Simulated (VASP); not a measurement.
## TePtSe3: single point with PBE

The system is TePtSe3.

```
Te Pt Se
1.0
     3.05560    1.76415    3.82272
    -3.05560    1.76415    3.82272
     0.00000   -3.52830    3.82272
Te Pt Se
1 1 3
Direct
  0.50000 0.50000 0.50000
  0.00000 0.00000 0.00000
  0.00000 0.00000 0.50000
  0.50000 0.00000 0.00000
  0.00000 0.50000 0.00000
```

The cell was built from a structure type or drawn by symmetry, and may not be a known phase.

| Quantity | Value |
| --- | --- |
| Program | VASP 6.6.1 |
| Task | single point |
| Functional | PBE |
| Potentials or basis | VASP PAW PBE potentials, release 64 (Te, Pt, Se) |
| Cutoff | 520 eV |
| k mesh | 6 × 6 × 6 |
| Occupations | gaussian, width 0.1 eV |
| Spin | no spin polarisation |

The pressure is -0.1 GPa. The band gap on the k mesh is zero (bands 17 and 18 overlap by 1.22 eV).

Levels at points of the mesh, in eV from the Fermi level:
| k point | band 15 | band 16 | band 17 | band 18 | band 19 | band 20 |
| --- | --- | --- | --- | --- | --- | --- |
| (0.00, 0.00, 0.00) | -2.02 | -0.68 | 0.15 | 0.31 | 0.55 | 0.55 |
| (0.50, 0.00, 0.00) | -1.69 | -1.57 | -0.83 | -0.68 | -0.44 | 0.96 |
| (0.50, 0.50, 0.00) | -1.13 | -0.90 | -0.57 | -0.04 | 0.70 | 2.46 |
| (0.50, 0.50, 0.50) | 0.38 | 0.53 | 0.53 | 3.07 | 3.07 | 3.87 |

Wall time 46 s on 1 thread of Intel(R) Xeon(R) 6975P-C (Granite Rapids), with other jobs on the host, peak memory 0.3 GiB.

Caveat: spin-orbit coupling is left out, which moves the levels of the heavy elements.
